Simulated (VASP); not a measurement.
# PtS2 in VASP: a series of runs

PtS2 is run at these levels: PBE+D3(BJ); tasks: single point.

All numbers are computed with VASP 6.6.1; they aren't measurements. Logs are shortened: lines on timing, memory, paths and dates and some standing lists are left out, and cuts for length are marked.

**1. The cell of the first run**

The cell holds a slab with vacuum, 6 atoms: a = 3.542 Å, b = 3.542 Å, c = 22.467 Å, α = 90.00°, β = 90.00°, γ = 120.00°.

**2. Single point, PBE+D3(BJ) (layers slid over each other)**

INCAR

```
SYSTEM = PtS2
ALGO     = Normal         ! electronic algorithm
DIPOL    = 0.5 0.5 0.382
EDIFF    = 1E-7           ! SCF threshold, eV
ENCUT    = 520            ! plane-wave cutoff, eV
GGA      = PE             ! functional
IDIPOL   = 3            
ISIF     = 2              ! what is computed and relaxed
ISMEAR   = 0              ! smearing method
IVDW     = 12             ! dispersion correction
LASPH    = .True.         ! aspherical terms in the spheres
LCHARG   = .False.        ! write CHGCAR
LDIPOL   = .True.       
LREAL    = .False.        ! projectors in reciprocal space
LWAVE    = .False.        ! write WAVECAR
NBANDS   = 31             ! bands
NELM     = 80             ! most SCF steps
PREC     = Accurate       ! precision mode
SIGMA    = 0.05           ! smearing width, eV
```

KPOINTS

```
k-points
0
Gamma
  9 9 1
  0 0 0
```

POSCAR

```
PtS2
1.0
    3.5415278079      0.0000000000      0.0000000000
   -1.7707639039      3.0670530498      0.0000000000
    0.0000000000      0.0000000000     22.4670615492
S Pt
4 2
Direct
    0.6666666667      0.3333333333      0.2002932155
    0.3333333333      0.6666666667      0.3108341854
    0.5000000000      0.6666666667      0.4537100124
    0.1666666667      1.0000000000      0.5642509823
    0.0000000000      0.0000000000      0.2555637004
   -0.1666666667      0.3333333333      0.5089804974
```

Potentials or basis: VASP PAW PBE potentials, release 64 (S, Pt).

Started as:

```
$ cat potpaw_PBE.64/S/POTCAR potpaw_PBE.64/Pt/POTCAR > POTCAR
$ mpirun -np 1 vasp_std > vasp.out
```

OUTCAR:

```text
SYSTEM = PtS2
   EDIFF = 1E-7
   ENCUT = 520
   GGA = PE
   ISIF = 2
   ISMEAR = 0
   IVDW = 12
   LASPH = .True.
   LREAL = .False.
   NELM = 80
   PREC = Accurate
 IVDW          = 12

 ion  position               nearest neighbor table
   1  0.667  0.333  0.200-   5 2.39   5 2.39   5 2.39
   2  0.333  0.667  0.311-   5 2.39   5 2.39   5 2.39
   3  0.500  0.667  0.454-   6 2.39   6 2.39   6 2.39
   4  0.167  0.000  0.564-   6 2.39   6 2.39   6 2.39
   5  0.000  0.000  0.256-   1 2.39   1 2.39   1 2.39   2 2.39   2 2.39   2 2.39
   6  0.833  0.333  0.509-   4 2.39   4 2.39   4 2.39   3 2.39   3 2.39   3 2.39

  LATTYP: Found a hexagonal cell.
 ALAT       =     3.5415278079
 C/A-ratio  =     6.3438896340

  Lattice vectors:

 A1 = (   3.5415278079,   0.0000000000,   0.0000000000)
 A2 = (  -1.7707639039,   3.0670530498,   0.0000000000)
 A3 = (   0.0000000000,   0.0000000000,  22.4670615492)

Analysis of symmetry for initial positions (statically):
=====================================================================
 Subroutine PRICEL returns:
 Original cell was already a primitive cell.

 Routine SETGRP: Setting up the symmetry group for a
 hexagonal supercell.

 Subroutine GETGRP returns: Found  2 space group operations
 (whereof  1 operations were pure point group operations)
 out of a pool of 24 trial point group operations.

The static configuration has the point symmetry C_1 .
 The point group associated with its full space group is S_2 .

Analysis of symmetry for dynamics (positions and initial velocities):
=====================================================================
 Subroutine PRICEL returns:
 Original cell was already a primitive cell.

 Routine SETGRP: Setting up the symmetry group for a
 hexagonal supercell.

 Subroutine GETGRP returns: Found  2 space group operations
 (whereof  1 operations were pure point group operations)
 out of a pool of 24 trial point group operations.

The dynamic configuration has the point symmetry C_1 .
 The point group associated with its full space group is S_2 .

 Subroutine INISYM returns: Found  2 space group operations
 (whereof  1 operations are pure point group operations),
 and found     1 'primitive' translations

----------------------------------------------------------------------------------------

                                     Primitive cell

  volume of cell :     244.0384

  direct lattice vectors                    reciprocal lattice vectors
     3.541527808  0.000000000  0.000000000     0.282364012  0.163022938  0.000000000
    -1.770763904  3.067053050  0.000000000     0.000000000  0.326045877  0.000000000
     0.000000000  0.000000000 22.467061549     0.000000000  0.000000000  0.044509603

  length of vectors
     3.541527808  3.541527808 22.467061549     0.326045877  0.326045877  0.044509603

  position of ions in fractional coordinates (direct lattice)
     0.666666667  0.333333333  0.200293215
     0.333333333  0.666666667  0.310834185
     0.500000000  0.666666667  0.453710012
     0.166666667  0.000000000  0.564250982
     0.000000000  0.000000000  0.255563700
     0.833333333  0.333333333  0.508980497

  ion indices of the primitive-cell ions
   primitive index   ion index
                 1           1
                 2           2
                 3           3
                 4           4
                 5           5
                 6           6

----------------------------------------------------------------------------------------

 KPOINTS: k-points

Automatic generation of k-mesh.
 Grid dimensions read from file:
 generate k-points for:    9    9    1

 Generating k-lattice:

  Cartesian coordinates                     Fractional coordinates (reciprocal lattice)
     0.031373779  0.018113660  0.000000000     0.111111111 -0.000000000  0.000000000
     0.000000000  0.036227320  0.000000000     0.000000000  0.111111111  0.000000000
     0.000000000  0.000000000  0.044509603     0.000000000  0.000000000  1.000000000

  Length of vectors
     0.036227320  0.036227320  0.044509603

  Shift w.r.t. Gamma in fractional coordinates (k-lattice)
     0.000000000  0.000000000  0.000000000

 Subroutine IBZKPT returns following result:
 ===========================================

 Found     41 irreducible k-points:

 Following reciprocal coordinates:
            Coordinates               Weight
  0.000000  0.000000  0.000000      1.000000
  0.111111 -0.000000  0.000000      2.000000
  0.000000  0.111111  0.000000      2.000000
 -0.111111  0.111111  0.000000      2.000000
  0.222222  0.000000  0.000000      2.000000
  0.000000  0.222222  0.000000      2.000000
[... 16 lines left out ...]
  0.333333  0.111111  0.000000      2.000000
 -0.111111  0.444444  0.000000      2.000000
 [... further k-points ...]
   k-points           NKPTS =     41   k-points in BZ     NKDIM =     41   number of bands    NBANDS=     31
   number of dos      NEDOS =    301   number of ions     NIONS =      6
   total plane-waves  NPLWV = 131712
   dimension x,y,z NGX =    28 NGY =   28 NGZ =  168
   dimension x,y,z NGXF=    56 NGYF=   56 NGZF=  336
   ions per type =               4   2
   NGX,Y,Z   is equivalent  to a cutoff of  13.14, 13.14, 12.43 a.u.
   NGXF,Y,Z  is equivalent  to a cutoff of  26.29, 26.29, 24.86 a.u.
 SYSTEM =  PtS2
   PREC   = accura    normal or accurate (medium, high low for compatibility)
   ISTART =      0    job   : 0-new  1-cont  2-samecut
   ICHARG =      2    charge: 1-file 2-atom 10-const
   ISPIN  =      1    spin polarized calculation?
   LNONCOLLINEAR =      F non collinear calculations
   LSORBIT =      F    spin-orbit coupling
   LASPH  =      T    aspherical Exc in radial PAW
   ENCUT  =  520.0 eV  38.22 Ry    6.18 a.u.   6.58  6.58 41.77*2*pi/ulx,y,z
   NELM   =     80;   NELMIN=  2; NELMDL= -5     # of ELM steps
   EDIFF  = 0.1E-06   stopping-criterion for ELM
   LREAL  =      F    real-space projection
   EDIFFG = 0.1E-05   stopping-criterion for IOM
   NSW    =      0    number of steps for IOM
   IBRION =     -1    ionic relax: 0-MD 1-quasi-New 2-CG
   NFREE  =      0    steps in history (QN), initial steepest desc. (CG)
   ISIF   =      2    stress and relaxation
   ISYM   =      2    0-nonsym 1-usesym 2-fastsym
   POTIM  = 0.5000    time-step for ionic-motion
   TEBEG  =    0.0;   TEEND  =   0.0 temperature during run
   PSTRESS=    0.0 pullay stress
   NELECT =      44.0000    total number of electrons
   NUPDOWN=      -1.0000    fix difference up-down
   EMIN   =  10.00;   EMAX   =-10.00  energy-range for DOS
   EFERMI =   0.00;   METHOD = LEGACY
   ISMEAR =     0;   SIGMA  =   0.05  broadening in eV -4-tet -1-fermi 0-gaus
   EFERMI_NEDOS =   21; number of points for ismear=-14 and -15
   IALGO  =     38    algorithm
   IMIX   =      4    mixing-type and parameters
     AMIX     =   0.40;   BMIX     =  1.00
     AMIX_MAG =   1.60;   BMIX_MAG =  1.00
  volume/ion in A,a.u.               =      40.67       274.48
  Fermi-wavevector in a.u.,A,eV,Ry     =   0.924854  1.747720 11.637800  0.855354
  Thomas-Fermi vector in A             =   2.050645
   LORBIT       =      0    0 simple, 1 ext, 2 COOP (PROOUT), +10 PAW based schemes
   GGA     = PE    functional components
   LHFCALC =     F    Hartree Fock is set to
   AEXX    =    0.0000 exact exchange contribution
   IVDW    =    12    specifies the selected vdW correction
   LEPSILON=     F    determine dielectric tensor
   LRPA    =     F    only Hartree local field effects (RPA)
 non-spin polarized calculation
 Gauss-broadening in eV      SIGMA  =   0.05
  energy-cutoff  :      520.00
  volume of cell :      244.04
 maximum number of plane-waves:      6671
   NGX = 13   NGY = 13   NGZ = 83

 number of electron      44.0000000 magnetization

 dipolmoment           0.000000      0.000000     -0.000000 electrons x Angstroem

 Free energy of the ion-electron system (eV)
  ---------------------------------------------------
  ext. energy  EPLUGINS =         0.00000000
  ---------------------------------------------------
  free energy    TOTEN  =       -30.81987224 eV

  energy without entropy =      -30.81987224  energy(sigma->0) =      -30.81987224

 E-fermi :  -0.1575     XC(G=0):  -5.4003

 val. band max:       -0.3718272939   @ k =   0.1111   0.1111   0.0000
 cond. band min:       0.8138705478   @ k =   0.0000   0.2222   0.0000
 fundamental gap:      1.1856978417
 Fermi energy:        -0.1575434172

 k-point     1 :       0.0000    0.0000    0.0000
  band No.  band energies     occupation
      1     -14.9308      2.00000
      2     -14.8513      2.00000
      3     -12.7846      2.00000
      4     -12.6050      2.00000
      5      -6.3856      2.00000
      6      -6.3818      2.00000
[... 23 lines left out ...]
     30       5.4792      0.00000
     31       5.5939      0.00000

 k-point     2 :       0.1111   -0.0000    0.0000
  band No.  band energies     occupation
      1     -14.7773      2.00000
      2     -14.6966      2.00000
      3     -12.8098      2.00000
      4     -12.6422      2.00000
      5      -6.4253      2.00000
      6      -6.3546      2.00000
[... 23 lines left out ...]
     30       5.9560      0.00000
     31       6.0830      0.00000

 k-point     3 :       0.0000    0.1111    0.0000
  band No.  band energies     occupation
      1     -14.7775      2.00000
      2     -14.6964      2.00000
      3     -12.8100      2.00000
      4     -12.6419      2.00000
      5      -6.4236      2.00000
      6      -6.3529      2.00000
[... 23 lines left out ...]
     30       5.9538      0.00000
     31       6.0898      0.00000

 k-point     4 :      -0.1111    0.1111    0.0000
  band No.  band energies     occupation
      1     -14.7774      2.00000
      2     -14.6965      2.00000
      3     -12.8096      2.00000
      4     -12.6422      2.00000
      5      -6.4223      2.00000
      6      -6.3526      2.00000
[... 23 lines left out ...]
     30       5.9458      0.00000
     31       6.1323      0.00000

 k-point     5 :       0.2222    0.0000    0.0000
  band No.  band energies     occupation
      1     -14.3521      2.00000
      2     -14.2682      2.00000
      3     -12.8752      2.00000
      4     -12.7358      2.00000
      5      -6.3994      2.00000
      6      -6.2495      2.00000
[... 23 lines left out ...]
     30       5.9517      0.00000
     31       6.8137      0.00000
[... 542 lines left out ...]
     30       6.3769      0.00000
     31       7.3395      0.00000

 k-point    22 :       0.3333   -0.1111    0.0000
  band No.  band energies     occupation
      1     -13.9822      2.00000
      2     -13.8956      2.00000
      3     -12.9248      2.00000
      4     -12.8064      2.00000
      5      -6.3064      2.00000
      6      -6.1492      2.00000
[... 23 lines left out ...]
     30       6.4089      0.00000
     31       7.2913      0.00000

 k-point    23 :       0.3333    0.1111    0.0000
  band No.  band energies     occupation
      1     -13.4645      2.00000
      2     -13.3724      2.00000
      3     -12.9674      2.00000
      4     -12.8708      2.00000
      5      -6.7475      2.00000
      6      -6.7009      2.00000
[... 23 lines left out ...]
     30       6.9662      0.00000
     31       7.3117      0.00000

 k-point    24 :      -0.1111    0.4444    0.0000
  band No.  band energies     occupation
      1     -13.4677      2.00000
      2     -13.3703      2.00000
      3     -12.9680      2.00000
      4     -12.8690      2.00000
      5      -6.7303      2.00000
      6      -6.7139      2.00000
[... 23 lines left out ...]
     30       6.9263      0.00000
     31       7.3653      0.00000

 [... further k-points ...]

------------------------ aborting loop because EDIFF is reached ----------------------------------------

 vacuum level on the upper side and lower side of the slab       (xc-potential included)        -0.094        -0.095

 Edisp (eV)   -1.93025

 E8    (eV) :    -0.7992

  FORCE on cell =-STRESS in cart. coord.  units (eV):
  Direction    XX          YY          ZZ          XY          YZ          ZX
  --------------------------------------------------------------------------------------
  -------------------------------------------------------------------------------------
  Total      -0.33817    -0.40620    -0.00943    -0.04520    -0.00228     0.31326
  in kB      -2.22017    -2.66681    -0.06189    -0.29674    -0.01498     2.05665
  external pressure =       -1.65 kB  Pullay stress =        0.00 kB

 VOLUME and BASIS-vectors are now :
 -----------------------------------------------------------------------------
  energy-cutoff  :      520.00
  volume of cell :      244.04
      direct lattice vectors                 reciprocal lattice vectors
     3.541527808  0.000000000  0.000000000     0.282364012  0.163022938  0.000000000
    -1.770763904  3.067053050  0.000000000     0.000000000  0.326045877  0.000000000
     0.000000000  0.000000000 22.467061549     0.000000000  0.000000000  0.044509603

 POSITION                                       TOTAL-FORCE (eV/Angst)
 -----------------------------------------------------------------------------------
      1.77076      1.02235      4.50000        -0.032016      0.003036      0.037900
     -0.00000      2.04470      6.98353        -0.083064      0.007368     -0.171201
      0.59025      2.04470     10.19353         0.083064     -0.007368      0.171201
      0.59025      0.00000     12.67706         0.032016     -0.003036     -0.037900
      0.00000      0.00000      5.74177         0.037922     -0.008124      0.030985
      2.36102      1.02235     11.43530        -0.037922      0.008124     -0.030985
 -----------------------------------------------------------------------------------
    total drift:                               -0.000001     -0.000002     -0.000015

  FREE ENERGIE OF THE ION-ELECTRON SYSTEM (eV)
  ---------------------------------------------------
  free  energy   TOTEN  =       -32.7501220062 eV

  energy  without entropy=      -32.7501220061  energy(sigma->0) =      -32.75012201

 vacuum level on the upper side and lower side of the slab         5.411         5.411
```

Wall time 16 min (1 thread of Intel Xeon 8259CL, shared host); peak memory 0.5 GiB.

What came out:

- Free energy: -32.7501 eV
- Largest force: 0.190 eV/Å
- Band gap on the k mesh: 1.19 eV (least direct gap 1.32 eV)
- Dispersion energy per atom: -0.322 eV

Forces on the atoms (eV/Å):
```
S   -0.032  0.003  0.038
S   -0.083  0.007 -0.171
S    0.083 -0.007  0.171
S    0.032 -0.003 -0.038
Pt   0.038 -0.008  0.031
Pt  -0.038  0.008 -0.031
```

Caveat: the cell differs from its parent crystal (layers slid over each other); spin-orbit coupling is left out, which moves the levels of the heavy elements.

[end of part 1 of 2]
